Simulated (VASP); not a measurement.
A run of VASP 6.6.1 is set up as follows.

Contents of POSCAR:

```
Na2Cl
1.0
    3.5560880000      0.0000000000      0.0000000000
    0.0000000000      3.5560880000      0.0000000000
    0.0000000000      0.0000000000     12.5925740000
Na Cl
4 2
Direct
    0.0000000000      0.0000000000      0.2269030000
    0.0000000000      0.0000000000      0.7730970000
    0.0000000000      0.0000000000      0.5000000000
    0.5000000000      0.5000000000      0.0000000000
    0.5000000000      0.5000000000      0.3591780000
    0.5000000000      0.5000000000      0.6408220000
```

INCAR.step1

```
PREC = Accurate ; ENCUT = 520
ISMEAR = -1 ; SIGMA = 0.1
LREAL = False ; LASPH = True
NELM = 60 ; NBANDS = 30
GGA = PE ; ALGO = Normal
EDIFF = 1E-4 ; LWAVE = True
LCHARG = False
```

INCAR.step2

```
PREC = Accurate ; ENCUT = 520
EDIFF = 1E-6 ; ISMEAR = -1
SIGMA = 0.1 ; LREAL = False
LASPH = True ; NELM = 60
ALGO = Normal ; ISIF = 2
LWAVE = False ; LCHARG = True
METAGGA = R2SCAN ; LMIXTAU = True
LELF = True ; LVHAR = True
NBANDS = 30 ; ISTART = 1
```

File KPOINTS:

```
regular mesh
0
Gamma
  6 6 2
```

Potentials or basis: VASP PAW PBE potentials, release 64 (Na_pv, Cl).

Launch:

```sh
$ cat potpaw_PBE.64/Na_pv/POTCAR potpaw_PBE.64/Cl/POTCAR > POTCAR
$ cp INCAR.step1 INCAR
$ mpirun -np 1 vasp_std > vasp.out
$ cp INCAR.step2 INCAR
$ mpirun -np 1 vasp_std > vasp.out
```

Q: What does it give for the pressure?

A: -0.5 GPa.

Q: Predict the largest force.

A: 0.182 eV/Å.

Stress tensor (GPa, compression positive):
```
-0.84  0.00  0.00
 0.00 -0.84  0.00
 0.00  0.00  0.12
```

Caveat: the PAW data sets were made with another functional, which shifts forces and pressure a little.
